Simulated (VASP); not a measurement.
Wanted: the native input for a VASP 6.6.1 run.

* Task: single point
* Functional: LDA
* Potentials or basis: VASP PAW LDA potentials, release 64 (Mg, O)
* Cutoff: 600 eV
* k mesh: 10 × 10 × 10
* Occupations: gaussian, width 0.01 eV
* Spin: no spin polarisation
* Dipole correction: no
* Further INCAR settings: ALGO = Normal; EDIFF = 1e-06; NBANDS = 11

The structure of MgO lies in POSCAR:

```
MgO
1.0
    0.0000000000      1.9788009607      1.9788009607
    1.9788009607      0.0000000000      1.9788009607
    1.9788009607      1.9788009607      0.0000000000
Mg O
1 1
Direct
    0.0000000000      0.0000000000      0.0000000000
    0.5000000000      0.5000000000      0.5000000000
```

One way to write it, as run:

INCAR

```
SYSTEM = MgO
ALGO = Normal ; EDIFF = 1E-6
ENCUT = 600 ; GGA_COMPAT = .False.
ISIF = 2 ; ISMEAR = 0
LASPH = .True. ; LCHARG = .True.
LELF = .True. ; LREAL = .False.
LVHAR = .True. ; LWAVE = .False.
NBANDS = 11 ; NELM = 120
PREC = Accurate ; SIGMA = 0.01
```

KPOINTS

```
k-points
0
Gamma
  10 10 10
  0 0 0
```

Potentials or basis: VASP PAW LDA potentials, release 64 (Mg, O).

Command:

```sh
$ cat potpaw_LDA.64/Mg/POTCAR potpaw_LDA.64/O/POTCAR > POTCAR
$ mpirun -np 1 vasp_std > vasp.out
```

It gave:

- Pressure: 33.0 GPa
- Band gap on the k mesh: 6.71 eV

Caveat: the cell stands under pressure.

Run time: 14 s on 1 thread of Intel Xeon 8259CL (shared host), peak memory 0.13 GiB.
